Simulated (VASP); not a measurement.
Fe: single point with r2SCAN

The system is Fe.

```
Fe
1.0
     0.00000    1.77196    1.77196
     1.77196    0.00000    1.77196
     1.77196    1.77196    0.00000
Fe
1
Direct
  0.00000 0.00000 0.00000
```

This cell differs from its parent crystal: volume scaled by 1.12.

```json
{"Program": "VASP 6.6.1", "Task": "single point", "Functional": "r2SCAN", "Potentials or basis": "VASP PAW PBE potentials, release 64 (Fe)", "Cutoff": "520 eV", "k mesh": "18 × 18 × 18", "Occupations": "fermi-dirac, width 0.1 eV", "Spin": "no spin polarisation"}
```

- Pressure: -26.8 GPa
- Band gap on the k mesh: zero (band 4 reaches 6.91 eV, above the bottom of band 5 at 5.10 eV)

Levels at points of the mesh, in eV from the Fermi level:
```tsv
k point	band 1	band 2	band 3	band 4	band 5	band 6	band 7	band 8
(0.00, 0.00, 0.00)	-8.82	-1.46	-1.46	-1.46	-0.08	-0.08	23.64	28.99
(0.50, 0.00, 0.00)	-4.57	-1.56	-1.56	0.09	0.91	0.91	7.86	22.22
(0.50, 0.50, 0.00)	-4.59	-3.86	0.86	1.17	1.17	3.09	11.21	16.15
```

Run time: 52 s on 1 thread of Intel(R) Xeon(R) Platinum 8488C (Sapphire Rapids) (shared host), peak memory 0.14 GiB.

Caveat: the PAW data sets were made with another functional, which shifts forces and pressure a little; the run has no spin polarisation, though such a crystal can be magnetic. Spin polarisation is off, so any magnetic state and its effect on volume and gap are missing.
